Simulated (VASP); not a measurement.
Set up this calculation in VASP 6.6.1, as the native input.

```yaml
Task: relaxation of cell and atoms
Functional: PBE
Potentials_or_basis: VASP PAW PBE potentials, release 64 (Mg, S)
Cutoff: 600 eV
k_mesh: 6 × 6 × 4
Occupations: gaussian, width 0.1 eV
Spin: no spin polarisation
Dipole_correction: no
Further_INCAR_settings: ALGO = Normal; EDIFF = 1e-06; IBRION = 2; EDIFFG = -0.04; NSW = 90; ISIF = 3
```

The structure of MgS5 lies in POSCAR:

```
MgS5
1.0
    4.9190305300      0.0000000000      0.0000000000
   -2.4595152600      4.2600054000      0.0000000000
    0.0000000000      0.0000000000      6.6773417900
Mg S
1 5
Direct
    0.0000000000      0.0000000000      0.5000000000
    0.6666666700      0.3333333300      0.7959949400
    0.0000000000      0.0000000000      0.0000000000
    0.6666666700      0.3333333300      0.2040050600
    0.3333333300      0.6666666700      0.2040050600
    0.3333333300      0.6666666700      0.7959949400
```

The cell was generated, and may not be a known phase.

The input as run:

INCAR

```
SYSTEM = MgS5
PREC = Accurate ; ENCUT = 600
EDIFF = 1E-6 ; ISMEAR = 0
SIGMA = 0.1 ; LREAL = .FALSE.
LASPH = .TRUE. ; NELM = 80
ALGO = Normal ; ISIF = 3
LWAVE = .FALSE. ; LCHARG = .FALSE.
GGA = PE ; IBRION = 2
NSW = 90 ; EDIFFG = -0.04
```

KPOINTS

```
Automatic mesh
0
G
  6 6 4
  0 0 0
```

Potentials or basis: VASP PAW PBE potentials, release 64 (Mg, S).

The run is started by

```sh
$ cat potpaw_PBE.64/Mg/POTCAR potpaw_PBE.64/S/POTCAR > POTCAR
$ mpirun -np 1 vasp_std > vasp.out
```

It gave:

* Relaxed volume: 17.65 Å³/atom
* Relaxed cell: a = 4.310 Å, b = 4.310 Å, c = 6.583 Å, α = 90.00°, β = 90.00°, γ = 120.00°
* Space group after relaxing (to 0.1 Å): P6/mmm (No. 191)
* Energy gained by relaxing: 360.2 meV/atom
* Ionic steps: 12
* Pressure after relaxing: -0.2 GPa
* Band gap on the k mesh: zero (bands 16 and 17 overlap by 1.42 eV)

Caveat: the volume moved by over 15 % at a fixed basis, so the end points are rough.

Wall time 15 min on 1 thread of Intel Xeon 8259CL, on a shared host, peak memory 0.33 GiB.
